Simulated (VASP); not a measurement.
PbSe (Clausthalite): single point with RPBE

PbSe (Clausthalite):

```
CELL_PARAMETERS angstrom
0.00000 3.06065 3.06065
3.06065 0.00000 3.06065
3.06065 3.06065 0.00000
ATOMIC_POSITIONS crystal
Pb 0.00000 0.00000 0.00000
Se 0.50000 0.50000 0.50000
```

| Item | Value |
| --- | --- |
| Program | VASP 6.6.1 |
| Task | single point |
| Functional | RPBE |
| Potentials or basis | VASP PAW PBE potentials, release 64 (Pb_d, Se) |
| Cutoff | 520 eV |
| k mesh | 8 × 8 × 8 |
| Occupations | fermi-dirac, width 0.05 eV |
| Spin | no spin polarisation |

* Pressure: 4.2 GPa
* Band gap on the k mesh: 0.38 eV, direct

Levels at points of the mesh, in eV from the valence-band top:
| k point | band 7 | band 8 | band 9 | band 10 | band 11 | band 12 | band 13 | band 14 |
| --- | --- | --- | --- | --- | --- | --- | --- | --- |
| (0.00, 0.00, 0.00) | -6.26 | -1.89 | -1.89 | -1.89 | 4.76 | 4.76 | 4.76 | 6.55 |
| (0.50, 0.00, 0.00) | -8.78 | -1.49 | -1.49 | 0.00 | 0.38 | 1.74 | 1.74 | 8.67 |
| (0.50, 0.50, 0.00) | -7.36 | -4.96 | -3.23 | -3.23 | 3.77 | 5.65 | 5.65 | 6.10 |

Wall time 36 s on 1 thread of Intel Xeon 6975P-C, on a shared host, peak memory 0.19 GiB.

Caveat: the PAW data sets were made with another functional, which shifts forces and pressure a little; spin-orbit coupling is left out, which moves the levels of the heavy elements. A k mesh can miss the band edges.
